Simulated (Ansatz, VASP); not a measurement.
**NiO: VASP beside Ansatz**

```
CELL_PARAMETERS angstrom
0.00000 2.13374 2.13374
2.13374 0.00000 2.13374
2.13374 2.13374 0.00000
ATOMIC_POSITIONS crystal
Ni 0.00000 0.00000 0.00000
O 0.50000 0.50000 0.50000
```

Alike in both runs: task single point; functional PBE; k mesh 12 × 12 × 12; occupations gaussian, width 0.02 eV; collinear spin; Hubbard terms Ni d U = 6.2 eV.

|  | VASP | Ansatz |
| --- | --- | --- |
| version | VASP 6.6.1 | Ansatz 0.2.0 |
| potentials or method | VASP PAW PBE potentials, release 64 (Ni, O), cutoff 600 eV | scalar-relativistic, plane waves, PAW |
| valence electrons in the cell | 16 | 24 |

VASP gave:

| Item | Value |
| --- | --- |
| gap on the k mesh at the Fermi level (eV) | 2.36 |
| least direct gap on the mesh (eV) | 3.16 |
| pressure (GPa) | -8.4 |
| net moment per atom (μB) | 1.00 |
| size of the moment on the site where the two differ most (μB) | 1.83 |

**Question.** What did Ansatz give for the same quantities?

**Answer.** gap on the k mesh at the Fermi level (eV): 1.94; least direct gap on the mesh (eV): 2.96; pressure (GPa): 0.0; net moment per atom (μB): 1.00; size of the moment on the site where the two differ most (μB): 1.74.

Site moments also hang on the region over which each program counts them. The programs project onto different local orbitals, so the same U acts differently, and such runs can settle in different states. VASP's potentials hold 16 valence electrons a cell and Ansatz's 24, so a difference there can come from the potentials and not from the codes.
